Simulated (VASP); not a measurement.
Here is a VASP 6.6.1 calculation.

INCAR

```
SYSTEM = Ag
ALGO     = Normal         ! electronic algorithm
EDIFF    = 1E-6           ! SCF threshold, eV
ENCUT    = 500            ! plane-wave cutoff, eV
GGA      = CA             ! functional
GGA_COMPAT= .False.      
ISIF     = 2              ! what is computed and relaxed
ISMEAR   = 0              ! smearing method
LASPH    = .True.         ! aspherical terms in the spheres
LCHARG   = .False.        ! write CHGCAR
LREAL    = .False.        ! projectors in reciprocal space
LWAVE    = .False.        ! write WAVECAR
NBANDS   = 12             ! bands
NELM     = 120            ! most SCF steps
PREC     = Accurate       ! precision mode
SIGMA    = 0.1            ! smearing width, eV
```

The input KPOINTS:

```
k-points
0
Gamma
  8 8 8
  0 0 0
```

Contents of POSCAR:

```
Ag
1.0
    0.0000000000      2.0300000000      2.0300000000
    2.0300000000      0.0000000000      2.0300000000
    2.0300000000      2.0300000000      0.0000000000
Ag
1
Direct
    0.0000000000      0.0000000000      0.0000000000
```

Potentials or basis: VASP PAW LDA potentials, release 64 (Ag).

Command:

```console
$ cat potpaw_LDA.64/Ag/POTCAR > POTCAR
$ mpirun -np 1 vasp_std > vasp.out
```

**Question.** What does it give for the pressure?

**Answer.** -4.6 GPa.
